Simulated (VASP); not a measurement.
# CdF2 (Fm-3m) in VASP: notebook

CdF2 is run at these levels: PBEsol; tasks: single point, relaxation of cell and atoms.

All numbers are computed with VASP 6.6.1; they aren't measurements. Logs are shortened: lines on timing, memory, paths and dates and some standing lists are left out, and cuts for length are marked.

## Step 1: The cell of the first run

Symmetry: Fm-3m, No. 225, cubic system. The conventional cell has a = 5.384 Å, b = 5.384 Å, c = 5.384 Å, α = 90.00°, β = 90.00°, γ = 90.00°. Cd (site symmetry m-3m) has 8 F at 2.33 Å within 3.1 Å. Within 3.1 Å of F (site symmetry -43m) lie 4 Cd at 2.33 Å and 6 F at 2.69 Å.

## Step 2: Single point, PBEsol

The input, INCAR:

```
SYSTEM = CdF2
PREC = Accurate ; ENCUT = 520
EDIFF = 1E-7 ; ISMEAR = 0
SIGMA = 0.02 ; LREAL = .FALSE.
LASPH = .TRUE. ; NELM = 60
ALGO = Normal ; ISIF = 2
LWAVE = .FALSE. ; LCHARG = .TRUE.
GGA = PS ; LELF = .TRUE.
LVHAR = .TRUE. ; NBANDS = 20
```

The input, KPOINTS:

```
regular mesh
0
G
  8 8 8
  0 0 0
```

The input, POSCAR:

```
CdF2
1.0
    0.0000000000      2.6920570433      2.6920570433
    2.6920570433      0.0000000000      2.6920570433
    2.6920570433      2.6920570433      0.0000000000
Cd F
1 2
Direct
    0.0000000000      0.0000000000      0.0000000000
    0.2500000000      0.2500000000      0.2500000000
    0.7500000000      0.7500000000      0.7500000000
```

Potentials or basis: VASP PAW PBE potentials, release 64 (Cd, F).

On the command line:

```
cat potpaw_PBE.64/Cd/POTCAR potpaw_PBE.64/F/POTCAR > POTCAR
mpirun -np 1 vasp_std > vasp.out
```

OUTCAR:

```text
SYSTEM = CdF2
   PREC = Accurate
   ENCUT = 520
   EDIFF = 1E-7
   ISMEAR = 0
   LREAL = .FALSE.
   LASPH = .TRUE.
   NELM = 60
   ISIF = 2
   GGA = PS

 ion  position               nearest neighbor table
   1  0.000  0.000  0.000-   3 2.33   3 2.33   3 2.33   2 2.33   3 2.33   2 2.33   2 2.33   2 2.33

   2  0.250  0.250  0.250-   1 2.33   1 2.33   1 2.33   1 2.33
   3  0.750  0.750  0.750-   1 2.33   1 2.33   1 2.33   1 2.33

  LATTYP: Found a face centered cubic cell.
 ALAT       =     5.3841140866

  Lattice vectors:

 A1 = (   0.0000000000,   2.6920570433,   2.6920570433)
 A2 = (   2.6920570433,   0.0000000000,   2.6920570433)
 A3 = (   2.6920570433,   2.6920570433,   0.0000000000)

Analysis of symmetry for initial positions (statically):
[... 33 lines left out ...]
                                     Primitive cell

  volume of cell :      39.0196

  direct lattice vectors                    reciprocal lattice vectors
     0.000000000  2.692057043  2.692057043    -0.185731577  0.185731577  0.185731577
     2.692057043  0.000000000  2.692057043     0.185731577 -0.185731577  0.185731577
     2.692057043  2.692057043  0.000000000     0.185731577  0.185731577 -0.185731577

  length of vectors
     3.807143581  3.807143581  3.807143581     0.321696528  0.321696528  0.321696528

  position of ions in fractional coordinates (direct lattice)
     0.000000000  0.000000000  0.000000000
     0.250000000  0.250000000  0.250000000
     0.750000000  0.750000000  0.750000000

  ion indices of the primitive-cell ions
   primitive index   ion index
                 1           1
                 2           2
                 3           3

----------------------------------------------------------------------------------------

 KPOINTS: regular mesh

Automatic generation of k-mesh.
 Grid dimensions read from file:
 generate k-points for:    8    8    8

 Generating k-lattice:

  Cartesian coordinates                     Fractional coordinates (reciprocal lattice)
    -0.023216447  0.023216447  0.023216447     0.125000000  0.000000000  0.000000000
     0.023216447 -0.023216447  0.023216447     0.000000000  0.125000000  0.000000000
     0.023216447  0.023216447 -0.023216447     0.000000000  0.000000000  0.125000000

  Length of vectors
     0.040212066  0.040212066  0.040212066

  Shift w.r.t. Gamma in fractional coordinates (k-lattice)
     0.000000000  0.000000000  0.000000000

 Subroutine IBZKPT returns following result:
 ===========================================

[... 44 lines left out ...]
   LASPH  =      T    aspherical Exc in radial PAW
   ENCUT  =  520.0 eV  38.22 Ry    6.18 a.u.   7.08  7.08  7.08*2*pi/ulx,y,z
   NELM   =     60;   NELMIN=  2; NELMDL= -5     # of ELM steps
   EDIFF  = 0.1E-06   stopping-criterion for ELM
   LREAL  =      F    real-space projection
   EDIFFG = 0.1E-05   stopping-criterion for IOM
   NSW    =      0    number of steps for IOM
   IBRION =     -1    ionic relax: 0-MD 1-quasi-New 2-CG
   NFREE  =      0    steps in history (QN), initial steepest desc. (CG)
   ISIF   =      2    stress and relaxation
   ISYM   =      2    0-nonsym 1-usesym 2-fastsym
   POTIM  = 0.5000    time-step for ionic-motion
   TEBEG  =    0.0;   TEEND  =   0.0 temperature during run
   PSTRESS=    0.0 pullay stress
   NELECT =      26.0000    total number of electrons
   NUPDOWN=      -1.0000    fix difference up-down
   EMIN   =  10.00;   EMAX   =-10.00  energy-range for DOS
   EFERMI =   0.00;   METHOD = LEGACY
   ISMEAR =     0;   SIGMA  =   0.02  broadening in eV -4-tet -1-fermi 0-gaus
   EFERMI_NEDOS =   21; number of points for ismear=-14 and -15
   IALGO  =     38    algorithm
   IMIX   =      4    mixing-type and parameters
     AMIX     =   0.40;   BMIX     =  1.00
     AMIX_MAG =   1.60;   BMIX_MAG =  1.00
  volume/ion in A,a.u.               =      13.01        87.77
  Fermi-wavevector in a.u.,A,eV,Ry     =   1.429898  2.702115 27.818580  2.044608
  Thomas-Fermi vector in A             =   2.549802
   LORBIT       =      0    0 simple, 1 ext, 2 COOP (PROOUT), +10 PAW based schemes
   GGA     = PS    functional components
   LHFCALC =     F    Hartree Fock is set to
   AEXX    =    0.0000 exact exchange contribution
   IVDW    =     0    specifies the selected vdW correction
   LEPSILON=     F    determine dielectric tensor
   LRPA    =     F    only Hartree local field effects (RPA)
 non-spin polarized calculation
 Gauss-broadening in eV      SIGMA  =   0.02
  energy-cutoff  :      520.00
  volume of cell :       39.02
 maximum number of plane-waves:      1067
   NGX = 15   NGY = 15   NGZ = 15

 number of electron      25.9999991 magnetization

 Free energy of the ion-electron system (eV)
  ---------------------------------------------------
  ext. energy  EPLUGINS =         0.00000000
  ---------------------------------------------------
  free energy    TOTEN  =       -11.59252051 eV

  energy without entropy =      -11.59252051  energy(sigma->0) =      -11.59252051

 E-fermi :  -1.3389     XC(G=0): -10.7202

 val. band max:       -1.4272966736   @ k =  -0.2500   0.5000   0.2500
 cond. band min:       1.4833988611   @ k =   0.0000   0.0000   0.0000
 fundamental gap:      2.9106955347
 Fermi energy:        -1.3389404877

 k-point     1 :       0.0000    0.0000    0.0000
  band No.  band energies     occupation
      1     -22.1565      2.00000
      2     -21.0146      2.00000
      3      -7.0624      2.00000
      4      -7.0624      2.00000
      5      -7.0624      2.00000
      6      -5.8009      2.00000
[... 541 lines left out ...]
     19      17.1013      0.00000
     20      20.6560      0.00000

 [... further k-points ...]

------------------------ aborting loop because EDIFF is reached ----------------------------------------

  FORCE on cell =-STRESS in cart. coord.  units (eV):
  Direction    XX          YY          ZZ          XY          YZ          ZX
  --------------------------------------------------------------------------------------
  -------------------------------------------------------------------------------------
  Total        0.1892155      0.1892155      0.1892155      0.0000000     -0.0000000      0.0000000
  in kB        7.7693452      7.7693452      7.7693452      0.0000000     -0.0000000      0.0000000
  external PRESSURE =       7.7693452 kB  Pullay stress =       0.0000000 kB

 VOLUME and BASIS-vectors are now :
 -----------------------------------------------------------------------------
  energy-cutoff  :      520.00
  volume of cell :       39.02
      direct lattice vectors                 reciprocal lattice vectors
     0.000000000  2.692057043  2.692057043    -0.185731577  0.185731577  0.185731577
     2.692057043  0.000000000  2.692057043     0.185731577 -0.185731577  0.185731577
     2.692057043  2.692057043  0.000000000     0.185731577  0.185731577 -0.185731577

 POSITION                                       TOTAL-FORCE (eV/Angst)
 -----------------------------------------------------------------------------------
      0.00000      0.00000      0.00000         0.000000     -0.000000      0.000000
      1.34603      1.34603      1.34603         0.000000      0.000000      0.000000
      4.03809      4.03809      4.03809        -0.000000     -0.000000     -0.000000
 -----------------------------------------------------------------------------------
    total drift:                                0.000000      0.000000      0.000000

  FREE ENERGIE OF THE ION-ELECTRON SYSTEM (eV)
  ---------------------------------------------------
  free  energy   TOTEN  =       -11.5925205127 eV

  energy  without entropy=      -11.5925205127  energy(sigma->0) =      -11.59252051
```

It took 32 s on 1 thread of Intel Xeon Platinum 8259CL at 2.50GHz (Skylake/Cascade Lake), shared host; peak memory 0.16 GiB.

What came out:

| Quantity | Value |
| --- | --- |
| Free energy | -11.5925 eV |
| Pressure | 0.8 GPa |
| Band gap on the k mesh | 2.91 eV, indirect (least direct gap 3.40 eV) |

Caveat: the PAW data sets were made with another functional, which shifts forces and pressure a little. A k mesh can miss the band edges.

## Step 3: Relaxation of cell and atoms, PBEsol

This run uses another cell than the first one, of 13.45 Å³/atom, 1.034 times its volume.

The input, INCAR:

```
SYSTEM = CdF2
PREC     = Accurate       ! precision mode
ENCUT    = 600            ! plane-wave cutoff, eV
EDIFF    = 1E-6           ! SCF threshold, eV
ISMEAR   = 0              ! smearing method
SIGMA    = 0.02           ! smearing width, eV
LREAL    = .FALSE.        ! projectors in reciprocal space
LASPH    = .TRUE.         ! aspherical terms in the spheres
NELM     = 60             ! most SCF steps
ALGO     = Normal         ! electronic algorithm
ISIF     = 3              ! what is computed and relaxed
LWAVE    = .FALSE.        ! write WAVECAR
LCHARG   = .FALSE.        ! write CHGCAR
GGA      = PS             ! functional
IBRION   = 2              ! ionic algorithm
NSW      = 70             ! ionic steps
EDIFFG   = -0.005         ! ionic threshold
```

The input, KPOINTS:

```
Automatic mesh
0
G
  8 8 8
  0 0 0
```

The input, POSCAR:

```
CdF2
1.0
    0.0000000000      2.7222408726      2.7222408726
    2.7222408726      0.0000000000      2.7222408726
    2.7222408726      2.7222408726      0.0000000000
Cd F
1 2
Direct
    0.0000000000      0.0000000000      0.0000000000
    0.2500000000      0.2500000000      0.2500000000
    0.7500000000      0.7500000000      0.7500000000
```

Potentials or basis: VASP PAW PBE potentials, release 64 (Cd, F).

On the command line:

```
cat potpaw_PBE.64/Cd/POTCAR potpaw_PBE.64/F/POTCAR > POTCAR
mpirun -np 1 vasp_std > vasp.out
```

Wall time 53 s (1 thread of Intel Xeon Platinum 8259CL at 2.50GHz (Skylake/Cascade Lake), shared host); peak memory 0.2 GiB.

It converged, with:

* Free energy: -11.6008 eV
* Relaxed volume: 13.07 Å³/atom
* Relaxed cell: a = 3.814 Å, b = 3.814 Å, c = 3.814 Å, α = 60.00°, β = 60.00°, γ = 60.00°
* Space group after relaxing (to 0.05 Å): Fm-3m (No. 225)
* Energy gained by relaxing: 3.5 meV/atom
* Ionic steps: 3
* Pressure after relaxing: 0.0 GPa
* Band gap on the k mesh: 2.90 eV, indirect (least direct gap 3.39 eV)

The path:
```
step  energy change (eV)  largest force (eV/Å)  pressure (GPa)  volume (Å³)
   1              0.0000                0.0000           -2.84        40.35
   2             -0.0098                0.0000            0.72        38.97
   3             -0.0104                0.0000            0.00        39.22
```

Final structure:
```
CELL_PARAMETERS angstrom
0.00000 2.69666 2.69666
2.69666 0.00000 2.69666
2.69666 2.69666 0.00000
ATOMIC_POSITIONS crystal
Cd 0.00000 0.00000 0.00000
F 0.25000 0.25000 0.25000
F 0.75000 0.75000 0.75000
```

Levels at points of the mesh, in eV from the valence-band top:
| k point | band 10 | band 11 | band 12 | band 13 | band 14 | band 15 | band 16 | band 17 |
| --- | --- | --- | --- | --- | --- | --- | --- | --- |
| (0.00, 0.00, 0.00) | -0.99 | -0.49 | -0.49 | -0.49 | 2.90 | 12.49 | 12.49 | 12.49 |
| (0.50, 0.00, 0.00) | -1.87 | -1.87 | -0.39 | -0.39 | 7.04 | 8.96 | 14.29 | 14.29 |
| (0.50, 0.50, 0.00) | -3.00 | -0.50 | -0.09 | -0.09 | 7.86 | 9.45 | 11.68 | 14.09 |

Caveat: the PAW data sets were made with another functional, which shifts forces and pressure a little.
